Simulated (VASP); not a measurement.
**TaTe: single point with r2SCAN**

TaTe:

```
CELL_PARAMETERS angstrom
0.00000 2.85002 2.85002
2.85002 0.00000 2.85002
2.85002 2.85002 0.00000
ATOMIC_POSITIONS crystal
Ta 0.50000 0.50000 0.50000
Te 0.00000 0.00000 0.00000
```

* Program: VASP 6.6.1
* Task: single point
* Functional: r2SCAN
* Potentials or basis: VASP PAW PBE potentials, release 64 (Ta_pv, Te)
* Cutoff: 520 eV
* k mesh: 10 × 10 × 10
* Occupations: gaussian, width 0.05 eV
* Spin: collinear spin, ferromagnetic start
* Starting moments: [-0.95, 0.0] μB

```
Pressure                                              : -1.6 GPa
Net moment                                            : -0.26 μB per cell
Site moments                                          : Ta -0.20; Te +0.00 μB
Valence electrons inside the program's atomic spheres : Ta 8.78; Te 3.56
```

Levels at points of the mesh, in eV from the Fermi level:
Spin up:
```tsv
k point	band 6	band 7	band 8	band 9	band 10	band 11
(0.00, 0.00, 0.00)	-2.05	-2.05	-1.44	-1.44	-1.44	-1.02
(0.50, 0.00, 0.00)	-5.15	-5.15	0.50	0.50	0.68	2.20
(0.50, 0.50, 0.00)	-3.92	-3.92	-3.00	-0.27	-0.12	1.25
```
Spin down:
```csv
k point,band 5,band 6,band 7,band 8,band 9,band 10,band 11,band 12,band 13,band 14
"(0.00, 0.00, 0.00)",-2.05,-2.05,-2.05,-1.62,-1.62,-1.62,-1.19,-1.19,2.47,6.63
"(0.50, 0.00, 0.00)",-8.25,-5.22,-5.22,0.28,0.28,0.46,2.14,4.62,4.62,5.39
"(0.50, 0.50, 0.00)",-6.47,-3.93,-3.93,-3.16,-0.45,-0.30,1.01,1.01,2.77,9.19
```

Run time: 7.7 min on 1 thread of Intel(R) Xeon(R) 6975P-C (Granite Rapids), with other jobs on the host, peak memory 0.27 GiB.

Caveat: the PAW data sets were made with another functional, which shifts forces and pressure a little; spin-orbit coupling is left out, which moves the levels of the heavy elements.
